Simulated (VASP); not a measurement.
A run of VASP 6.6.1:

The input INCAR:

```
SYSTEM = Nd2GeB
PREC = Accurate ; ENCUT = 500
EDIFF = 1E-7 ; ISMEAR = 0
SIGMA = 0.1 ; LREAL = .False.
LASPH = .True. ; NELM = 200
ALGO = Normal ; ISIF = 3
LWAVE = .False. ; LCHARG = .False.
GGA = PE ; IBRION = 2
NSW = 90 ; EDIFFG = -0.04
GGA_COMPAT = .False. ; NELMIN = 4
LMAXMIX = 6
```

KPOINTS

```
regular mesh
0
Gamma
  6 6 4
  0 0 0
```

File POSCAR:

```
Nd2GeB
1.0
    3.7419416600      0.0000000000      0.0000000000
   -1.8709708300      3.2406165300      0.0000000000
    0.0000000000      0.0000000000      6.3334324100
Nd Ge B
2 1 1
Direct
    0.3333333300      0.6666666700      0.2321215300
    0.6666666700      0.3333333300      0.7678784700
    0.0000000000      0.0000000000      0.0000000000
    0.0000000000      0.0000000000      0.5000000000
```

Potentials or basis: VASP PAW PBE potentials, release 64 (Nd_3, Ge_d, B), 4f in core.

The run is started by

```bash
$ cat potpaw_PBE.64/Nd_3/POTCAR potpaw_PBE.64/Ge_d/POTCAR potpaw_PBE.64/B/POTCAR > POTCAR
$ mpirun -np 1 vasp_std > vasp.out
```

Hardware: 1 thread of Intel(R) Xeon(R) 6975P-C (Granite Rapids), on a shared host.

How long does it take, and how much memory?

Run time: 3.4 min on 1 thread of Intel(R) Xeon(R) 6975P-C (Granite Rapids) (shared host), peak memory 0.23 GiB. Counts: scf iterations 152, k points 24, ion steps 13.
